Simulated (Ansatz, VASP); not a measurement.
**One calculation of Fe, two programs**

Contents of INCAR:

```
  PREC = Accurate
  ENCUT = 690
  EDIFF = 1E-6
  ISMEAR = -1
  SIGMA = 0.05
  LREAL = F
  LASPH = T
  NELM = 200
  ALGO = Normal
  ISIF = 2
  LWAVE = F
  LCHARG = T
  ISPIN = 2
  MAGMOM = 3
  LORBIT = 11
  LMAXMIX = 4
  GGA = LIBXC
  LIBXC1 = GGA_X_B88
  LIBXC2 = GGA_C_PBE
  LELF = T
  LVHAR = T
  NBANDS = 18
  GGA_COMPAT = F
```

Contents of KPOINTS:

```
Automatic mesh
0
Gamma
  13 13 13
```

The input POSCAR:

```
Fe
1.0
   -1.4619890197      1.4619890197      1.4619890197
    1.4619890197     -1.4619890197      1.4619890197
    1.4619890197      1.4619890197     -1.4619890197
Fe
1
Direct
    0.0000000000      0.0000000000      0.0000000000
```

The input input.yaml:

```yaml
crystal:
  lattice:
    - [-1.4619890197, 1.4619890197, 1.4619890197]
    - [1.4619890197, -1.4619890197, 1.4619890197]
    - [1.4619890197, 1.4619890197, -1.4619890197]
  atoms:
    - { symbol: Fe, position: [0.0, 0.0, 0.0], spin: 3.0 }
hamiltonian:
  xc: { exchange: b88, correlation: pbe }
  pseudopotentials: { kind: paw }
magnetization:
  spin_polarized: true
kpoints:
  mp_grid: { grid: [13, 13, 13] }
scf:
  occupations: { method: fermi_dirac, width: 0.05 }
output:
  forces: true
  stress: true
  eigenvalues: true
```

Alike in both runs: task single point; functional b88 exchange, pbe correlation; k mesh 13 × 13 × 13; occupations fermi-dirac, width 0.05 eV; collinear spin.

|  | VASP | Ansatz |
| --- | --- | --- |
| version | VASP 6.6.1 | Ansatz 0.2.0 |
| potentials or method | VASP PAW PBE potentials, release 64 (Fe_sv) | Ansatz PAW |
| plane-wave cutoff (eV) | 690 | 420 |
| valence electrons in the cell | 16 | 16 |

```tsv
	VASP	Ansatz	Ansatz less VASP
gap on the k mesh at the Fermi level (eV)	none	none	-
pressure (GPa)	-14.8	-13.5	+1.24
net moment per atom (μB)	2.38	2.38	-0.004
size of the moment on the site where the two differ most (μB)	2.39	2.44	+0.048
```

VASP's potentials were made for PBE, not for b88 exchange, pbe correlation. Site moments also hang on the region over which each program counts them. A gap of «none» marks a metal or a gap that the smearing closes. With one functional, cell and mesh, what is left measures potentials, basis and numerics.
